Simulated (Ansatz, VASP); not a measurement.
SiO2: VASP beside Ansatz

INCAR

```
SYSTEM = SiO2
PREC = Accurate ; ENCUT = 520
EDIFF = 1E-7 ; ISMEAR = 0
SIGMA = 0.02 ; LREAL = .False.
LASPH = .True. ; NELM = 100
ALGO = Normal ; ISIF = 2
LWAVE = .False. ; LCHARG = .False.
GGA = PE ; NBANDS = 25
```

File KPOINTS:

```
Automatic mesh
0
Gamma
  6 6 6
  0 0 0
```

The input POSCAR:

```
SiO2
1.0
    0.0000000000      3.6163192000      3.6163192000
    3.6163192000      0.0000000000      3.6163192000
    3.6163192000      3.6163192000      0.0000000000
Si O
2 4
Direct
    0.5000000000      0.5000000000      0.5000000000
    0.7500000000      0.7500000000      0.7500000000
    0.6309587650      0.6309587650      0.6309587650
    0.1071237050      0.6309587650      0.6309587650
    0.6309587650      0.6309587650      0.1071237050
    0.6309587650      0.1071237050      0.6309587650
```

Input for Ansatz:

```yaml
crystal:
  lattice:
    - [0.0, 3.6163192, 3.6163192]
    - [3.6163192, 0.0, 3.6163192]
    - [3.6163192, 3.6163192, 0.0]
  atoms:
    - { symbol: Si, position: [0.5, 0.5, 0.5] }
    - { symbol: Si, position: [0.75, 0.75, 0.75] }
    - { symbol: O, position: [0.630958765, 0.630958765, 0.630958765] }
    - { symbol: O, position: [0.107123705, 0.630958765, 0.630958765] }
    - { symbol: O, position: [0.630958765, 0.630958765, 0.107123705] }
    - { symbol: O, position: [0.630958765, 0.107123705, 0.630958765] }
basis:
  ecutwfc: 420
kpoints:
  mp_grid: { grid: [6, 6, 6] }
hamiltonian:
  xc: pbe
scf:
  occupations: { method: gaussian, width: 0.02 }
output:
  forces: true
  stress: true
  eigenvalues: true
```

Alike in both runs: task single point; functional PBE; k mesh 6 × 6 × 6; occupations gaussian, width 0.02 eV; no spin polarisation.

```csv
,VASP,Ansatz
version,VASP 6.6.1,Ansatz 0.2.0
potentials or method,"VASP PAW PBE potentials, release 64 (Si, O), cutoff 520 eV","scalar-relativistic, plane waves, PAW"
valence electrons in the cell,32,32
```

|  | VASP | Ansatz | Ansatz less VASP |
| --- | --- | --- | --- |
| gap on the k mesh at the Fermi level (eV) | 5.55 | 5.55 | +0.006 |
| least direct gap on the mesh (eV) | 5.55 | 5.56 | +0.005 |
| pressure (GPa) | 20.3 | 20.3 | -0.01 |
| rms of the force components (eV/Å) | 3.774 | 3.756 | -0.0181 |

Atom by atom the forces differ by 0.018 eV/Å (rms over components).
